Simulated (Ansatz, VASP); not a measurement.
# BN in VASP and in Ansatz

```xyz
4
Lattice="2.5360 0.0000 0.0000 -1.2680 2.1962 0.0000 0.0000 0.0000 4.1990" Properties=species:S:1:pos:R:3 pbc="T T T"
B     1.2680    0.7321    0.0000
B     0.0000    1.4642    2.0995
N     1.2680    0.7321    1.5746
N     0.0000    1.4642    3.6741
```

Alike in both runs: task single point; functional PBEsol; k mesh 12 × 12 × 4; no spin polarisation.

```csv
,VASP,Ansatz
version,VASP 6.6.1,Ansatz 0.2.0
potentials or method,"VASP PAW PBE potentials, release 64 (B, N), cutoff 520 eV",all-electron (LAPW or listed datasets)
occupations,"gaussian, width 0.01 eV",fixed
```

Ansatz gave:

* gap on the k mesh at the Fermi level (eV): 4.98
* pressure (GPa): 2.0
* traceless stress, the component that is largest in VASP (GPa): -0.67
* rms of the force components (eV/Å): 0.034

Task: Which values does VASP return?

Result: gap on the k mesh at the Fermi level (eV): 4.97; pressure (GPa): 2.6; traceless stress, the component that is largest in VASP (GPa): -0.73; rms of the force components (eV/Å): 0.036.

VASP's potentials were made for PBE, not for PBEsol. Atom by atom the forces differ by 0.002 eV/Å (rms over components). Ansatz ran all-electron here, and VASP with PAW potentials.
